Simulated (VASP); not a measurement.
Runs of VASP 6.6.1 on Au. The structure is that of space group P6_3/mmc (No. 194), or close to it. The cells are those of the table. 

```csv
task,cell,k mesh,cutoff (eV),gap on the mesh (eV),pressure (GPa),relaxed volume (Å³/atom)
single point,"a = 2.866, b = 2.866, c = 4.789 Å, angles 90.0, 90.0, 120.0°, 2 atoms",18 × 18 × 10,520,none,-0.2,-
single point,"a = 2.572, b = 2.572, c = 4.200 Å, angles 90.0, 90.0, 120.0°, 2 atoms",12 × 12 × 4,520,none,159.9,-
relaxation of cell and atoms,"relaxed from a = 2.572, b = 2.572, c = 4.200 Å, angles 90.0, 90.0, 120.0°, 2 atoms",12 × 12 × 6,600,none,0.0,(a)
relaxation of cell and atoms,"relaxed from a = 2.849, b = 2.849, c = 4.847 Å, angles 90.0, 90.0, 120.0°, 2 atoms",18 × 18 × 10,600,none,0.0,17.01
single point,"a = 2.849, b = 2.849, c = 4.847 Å, angles 90.0, 90.0, 120.0°, 2 atoms",12 × 12 × 6,520,none,-0.2,-
```

Alike in all rows: level PBEsol; potentials or basis VASP PAW PBE potentials, release 64 (Au); no spin polarisation; smearing gaussian 0.1 eV.

Q: Estimate the missing entries.

A: (a) 17.02.

Caveats: some runs use coarse meshes; the PAW data sets were made with another functional, which shifts forces and pressure a little; spin-orbit coupling is left out, which moves the levels of the heavy elements; the volume moved by over 15 % at a fixed basis, so the end points are rough (some runs).

A k mesh can miss the band edges, and the runs leave out spin-orbit coupling on Au.

A gap of «none» marks levels without a gap at the run's occupations.
